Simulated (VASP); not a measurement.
# BeZn3Se4: relaxation of cell and atoms with PBE

Crystal: BeZn3Se4.

```
Be Zn Se
1.0
     3.87242    0.00000    0.00000
     0.00000    7.74485    0.00000
     0.00000    0.00000    5.47644
Be Zn Se
1 3 4
Direct
  0.50000 0.00000 0.50000
  0.00000 0.75000 0.00000
  0.00000 0.25000 0.00000
  0.50000 0.50000 0.50000
  0.50000 0.75000 0.75000
  0.00000 0.00000 0.25000
  0.50000 0.25000 0.75000
  0.00000 0.50000 0.25000
```

```
Program                : VASP 6.6.1
Task                   : relaxation of cell and atoms
Functional             : PBE
Potentials or basis    : VASP PAW PBE potentials, release 64 (Be, Zn, Se)
Cutoff                 : 600 eV
k mesh                 : 4 × 2 × 4
Occupations            : gaussian, width 0.1 eV
Spin                   : no spin polarisation
Dipole correction      : no
Further INCAR settings : ALGO = Normal; EDIFF = 1e-06; IBRION = 2; EDIFFG = -0.04; NSW = 90; ISIF = 3
```

```json
{"Relaxed volume": "21.96 Å³/atom", "Relaxed cell": "a = 3.962 Å, b = 7.944 Å, c = 5.582 Å, α = 90.00°, β = 90.00°, γ = 90.00°", "Space group after relaxing (to 0.1 Å)": "Pmm2 (No. 25)", "Energy gained by relaxing": "77.5 meV/atom", "Ionic steps": "15", "Pressure after relaxing": "0.0 GPa", "Largest force after relaxing": "0.016 eV/Å", "Band gap on the k mesh": "1.64 eV"}
```

Forces on the atoms (eV/Å):
```
Be   0.000  0.000 -0.001
Zn   0.000  0.000 -0.014
Zn   0.000  0.000 -0.014
Zn   0.000  0.000  0.004
Se   0.000 -0.001 -0.001
Se   0.000  0.000  0.016
Se   0.000  0.001 -0.001
Se   0.000  0.000  0.011
```

The path:
```
step  energy change (eV)  largest force (eV/Å)  pressure (GPa)  volume (Å³)
   1              0.0000                1.7771            6.05       164.25
   2             -0.4470                0.6483           -2.04       183.36
   3             -0.4529                0.7516           -1.31       181.10
   4             -0.5448                0.4392           -0.68       178.55
   5             -0.5890                0.3397            0.25       175.33
   6             -0.6044                0.2247            0.00       175.85
   7             -0.6124                0.0959           -0.31       176.58
   8             -0.6160                0.1056            0.21       175.06
   9             -0.6161                0.1038            0.16       175.20
  10             -0.6177                0.0757            0.05       175.61
  11             -0.6182                0.1007           -0.12       176.17
  12             -0.6191                0.0709           -0.05       175.97
  13             -0.6193                0.0561           -0.03       175.88
  14             -0.6193                0.0517           -0.03       175.85
  15             -0.6197                0.0160            0.03       175.70
```

Final structure:
```xyz
8
Lattice="3.9624 0.0000 0.0000 0.0000 7.9440 0.0000 0.0000 0.0000 5.5819" Properties=species:S:1:pos:R:3 pbc="T T T"
Be    1.9812    0.0000    2.8209
Zn    3.9624    6.0577    0.0039
Zn    0.0000    1.8863    0.0039
Zn    1.9812    3.9720    2.7784
Se    1.9812    6.0902    4.1055
Se    0.0000    0.0000    1.6064
Se    1.9812    1.8537    4.1055
Se    0.0000    3.9720    1.3211
```

Levels at points of the mesh, in eV from the valence-band top:
```
           k point  band 27  band 28  band 29  band 30  band 31  band 32  band 33  band 34  band 35  band 36
(0.00, 0.00, 0.00)    -1.11    -0.78    -0.12    -0.06     0.00     1.64     2.75     3.46     4.29     4.43
(0.50, 0.00, 0.00)    -2.30    -2.10    -2.05    -1.17    -0.83     2.89     2.94     3.22     3.44     4.37
(0.00, 0.50, 0.00)    -1.58    -0.98    -0.94    -0.34    -0.09     3.24     3.29     3.36     3.91     5.07
(0.50, 0.50, 0.00)    -2.23    -2.20    -1.91    -1.79    -1.74     3.83     3.87     4.11     4.15     4.25
(0.00, 0.00, 0.50)    -1.11    -0.96    -0.84    -0.80    -0.71     2.63     2.73     3.64     4.07     4.25
(0.50, 0.00, 0.50)    -2.68    -1.17    -0.93    -0.83    -0.72     2.52     2.74     5.53     5.55     5.57
(0.00, 0.50, 0.50)    -1.15    -1.01    -0.96    -0.89    -0.87     3.40     3.51     3.63     3.72     5.51
(0.50, 0.50, 0.50)    -2.35    -1.57    -1.48    -1.46    -1.42     3.99     4.09     4.29     4.96     5.37
```

Run time: 13 min on 1 thread of Intel(R) Xeon(R) 6975P-C (Granite Rapids) (shared host), peak memory 0.4 GiB.
